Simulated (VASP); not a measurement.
Wanted: the native input for a VASP 6.6.1 run.

```
Task                   : single point
Functional             : PBEsol
Potentials or basis    : VASP PAW PBE potentials, release 64 (K_sv, Ta_pv, O)
Cutoff                 : 520 eV
k mesh                 : 8 × 8 × 8
Occupations            : gaussian, width 0.05 eV
Spin                   : no spin polarisation
Dipole correction      : no
Further INCAR settings : ALGO = Normal; EDIFF = 1e-06; NBANDS = 27
```

The structure of KTaO3 lies in POSCAR:

```
KTaO3
1.0
    3.7736214815      0.0000000000      0.0000000000
    0.0000000000      3.7736214815      0.0000000000
    0.0000000000      0.0000000000      4.0894735995
K Ta O
1 1 3
Direct
    0.5000000000      0.5000000000      0.5000000000
    0.0000000000      0.0000000000      0.0000000000
    0.5000000000      0.0000000000      0.0000000000
    0.0000000000      0.5000000000      0.0000000000
    0.0000000000      0.0000000000      0.5000000000
```

This cell differs from its parent crystal: volume 11.647 Å^3 an atom, c/a of the conventional cell 1.0837.

The input as run:

INCAR

```
  ALGO = Normal
  EDIFF = 1E-6
  ENCUT = 520
  GGA = PS
  ISIF = 2
  ISMEAR = 0
  LASPH = True
  LCHARG = False
  LREAL = False
  LWAVE = False
  NBANDS = 27
  NELM = 100
  PREC = Accurate
  SIGMA = 0.05
```

KPOINTS

```
k-points
0
Gamma
  8 8 8
```

Potentials or basis: VASP PAW PBE potentials, release 64 (K_sv, Ta_pv, O).

Run with:

```console
$ cat potpaw_PBE.64/K_sv/POTCAR potpaw_PBE.64/Ta_pv/POTCAR potpaw_PBE.64/O/POTCAR > POTCAR
$ mpirun -np 1 vasp_std > vasp.out
```

It gave:

- Pressure: 24.6 GPa
- Band gap on the k mesh: 2.15 eV, indirect (least direct gap 2.62 eV)

Caveat: the PAW data sets were made with another functional, which shifts forces and pressure a little; spin-orbit coupling is left out, which moves the levels of the heavy elements.

Wall time 84 s on 1 thread of Intel(R) Xeon(R) Platinum 8375C CPU @ 2.90GHz (Ice Lake), with other jobs on the host, peak memory 0.24 GiB.
